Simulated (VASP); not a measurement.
SiC: single point with PBE

SiC:

```
CELL_PARAMETERS angstrom
3.03182 0.00000 0.00000
-1.51591 2.62563 0.00000
0.00000 0.00000 14.87655
ATOMIC_POSITIONS crystal
Si 0.33333 0.66667 0.83299
Si 0.66667 0.33333 0.33299
Si 0.66667 0.33333 0.66650
Si 0.33333 0.66667 0.16650
Si 0.00000 0.00000 0.49972
Si 0.00000 0.00000 0.99972
C 0.00000 0.00000 0.87437
C 0.00000 0.00000 0.37437
C 0.33333 0.66667 0.70800
C 0.66667 0.33333 0.20800
C 0.66667 0.33333 0.54151
C 0.33333 0.66667 0.04151
```

This cell differs from its parent crystal: volume changed by -6%.

| Item | Value |
| --- | --- |
| Program | VASP 6.6.1 |
| Task | single point |
| Functional | PBE |
| Potentials or basis | VASP PAW PBE potentials, release 64 (Si, C) |
| Cutoff | 520 eV |
| k mesh | 9 × 9 × 2 |
| Occupations | gaussian, width 0.01 eV |
| Spin | no spin polarisation |

```json
{
  "Pressure": "14.8 GPa",
  "Largest force": "0.017 eV/Å",
  "Band gap on the k mesh": "2.10 eV, indirect (least direct gap 3.18 eV)"
}
```

Forces on the atoms (eV/Å):
```
Si   0.000  0.000  0.005
Si   0.000  0.000  0.005
Si   0.000  0.000  0.003
Si   0.000  0.000  0.003
Si   0.000  0.000 -0.017
Si   0.000  0.000 -0.017
C    0.000  0.000  0.010
C    0.000  0.000  0.010
C    0.000  0.000 -0.001
C    0.000  0.000 -0.001
C    0.000  0.000  0.000
C    0.000  0.000  0.000
```

Stress tensor (GPa, compression positive):
```
14.84  0.00  0.00
 0.00 14.84  0.00
 0.00  0.00 14.69
```

Levels at points of the mesh, in eV from the valence-band top:
```
           k point  band 20  band 21  band 22  band 23  band 24  band 25  band 26  band 27  band 28  band 29
(0.00, 0.00, 0.00)    -0.30    -0.30    -0.04     0.00     0.00     5.60     5.76     6.19     6.70     6.85
(0.00, 0.00, 0.50)    -0.64    -0.10    -0.10    -0.10    -0.10     5.66     5.66     6.42     6.42     7.17
```

Wall time 2.5 min on 1 thread of Intel Xeon 8259CL, on a shared host, peak memory 0.27 GiB.

 A k mesh can miss the band edges.
